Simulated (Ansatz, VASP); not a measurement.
## Au in VASP and in Ansatz

```
Au
1.0
     2.79659    0.00000    0.00000
    -0.01287    2.80125    0.00000
    -1.13025   -1.17745    4.89097
Au
2
Direct
  0.67286 0.66596 0.27405
  0.32714 0.33404 0.72594
```

Alike in both runs: task single point; functional r2SCAN; k mesh 10 × 10 × 6; occupations fermi-dirac, width 0.05 eV; no spin polarisation.

```csv
,VASP,Ansatz
version,VASP 6.6.1,Ansatz 0.2.0
potentials or method,"VASP PAW PBE potentials, release 64 (Au)",Ansatz PAW
plane-wave cutoff (eV),520,500
valence electrons in the cell,22,38
```

Ansatz gave:

| Property | Result |
| --- | --- |
| gap on the k mesh at the Fermi level (eV) | none |
| pressure (GPa) | -1.7 |
| traceless stress, the component that is largest in VASP (GPa) | 1.76 |
| rms of the force components (eV/Å) | 0.025 |

**Question.** Estimate VASP's values.

**Answer.** gap on the k mesh at the Fermi level (eV): none; pressure (GPa): -1.5; traceless stress, the component that is largest in VASP (GPa): 1.73; rms of the force components (eV/Å): 0.025.

VASP's potentials were made for PBE, not for r2SCAN. Atom by atom the forces differ by 0.001 eV/Å (rms over components). A gap of «none» marks a metal or a gap that the smearing closes. VASP's potentials hold 22 valence electrons a cell and Ansatz's 38, so a difference there can come from the potentials and not from the codes.

Neither program's run includes spin-orbit coupling.
